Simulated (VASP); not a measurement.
Write the native input for VASP 6.6.1 that does the following.

* Task: relaxation of cell and atoms
* Functional: r2SCAN
* Potentials or basis: VASP PAW PBE potentials, release 64 (Mg, S)
* Cutoff: 600 eV
* k mesh: 8 × 8 × 8
* Occupations: gaussian, width 0.01 eV
* Spin: no spin polarisation
* Target pressure: 15 GPa
* Dipole correction: no
* Further INCAR settings: ALGO = Normal; EDIFF = 1e-06; IBRION = 2; EDIFFG = -0.002; NSW = 100; ISIF = 3

Crystal: MgS.

```xyz
2
Lattice="0.0000 2.6016 2.6016 2.6016 0.0000 2.6016 2.6016 2.6016 0.0000" Properties=species:S:1:pos:R:3 pbc="T T T"
Mg    0.0000    0.0000    0.0000
S     2.6016    2.6016    2.6016
```

One way to write it, as run:

POSCAR

```
MgS
1.0
    0.0000000000      2.6016500000      2.6016500000
    2.6016500000      0.0000000000      2.6016500000
    2.6016500000      2.6016500000      0.0000000000
Mg S
1 1
Direct
    0.0000000000      0.0000000000      0.0000000000
    0.5000000000      0.5000000000      0.5000000000
```

INCAR.step1

```
PREC = Accurate ; ENCUT = 600
ISMEAR = 0 ; SIGMA = 0.01
LREAL = F ; LASPH = T
NELM = 80 ; GGA = PE
ALGO = Normal ; EDIFF = 1E-4
LWAVE = T ; LCHARG = F
```

INCAR.step2

```
PREC = Accurate ; ENCUT = 600
EDIFF = 1E-6 ; ISMEAR = 0
SIGMA = 0.01 ; LREAL = F
LASPH = T ; NELM = 80
ALGO = Normal ; ISIF = 3
LWAVE = F ; LCHARG = F
METAGGA = R2SCAN ; LMIXTAU = T
IBRION = 2 ; NSW = 100
EDIFFG = -0.002 ; PSTRESS = 150.0
ISTART = 1
```

KPOINTS

```
regular mesh
0
Gamma
  8 8 8
```

Potentials or basis: VASP PAW PBE potentials, release 64 (Mg, S).

Command:

```sh
$ cat potpaw_PBE.64/Mg/POTCAR potpaw_PBE.64/S/POTCAR > POTCAR
$ cp INCAR.step1 INCAR
$ mpirun -np 1 vasp_std > vasp.out
$ cp INCAR.step2 INCAR
$ mpirun -np 1 vasp_std > vasp.out
```

Results of the run:

| Item | Value |
| --- | --- |
| Relaxed volume | 15.23 Å³/atom |
| Relaxed cell | a = 3.505 Å, b = 3.505 Å, c = 3.505 Å, α = 60.00°, β = 60.00°, γ = 60.00° |
| Space group after relaxing (to 0.1 Å) | Fm-3m (No. 225) |
| Energy change on relaxing (the run minimises the enthalpy) | +94.8 meV/atom |
| Ionic steps | 7 |
| Pressure after relaxing | 15.0 GPa |
| Band gap on the k mesh | 3.73 eV (least direct gap 5.83 eV) |

Caveat: the cell is relaxed towards a set pressure, so the run minimises the enthalpy, not the energy; the PAW data sets were made with another functional, which shifts forces and pressure a little.

Wall time 2.6 min on 1 thread of AMD EPYC 9R45 (Zen 5), on a shared host, peak memory 0.16 GiB.
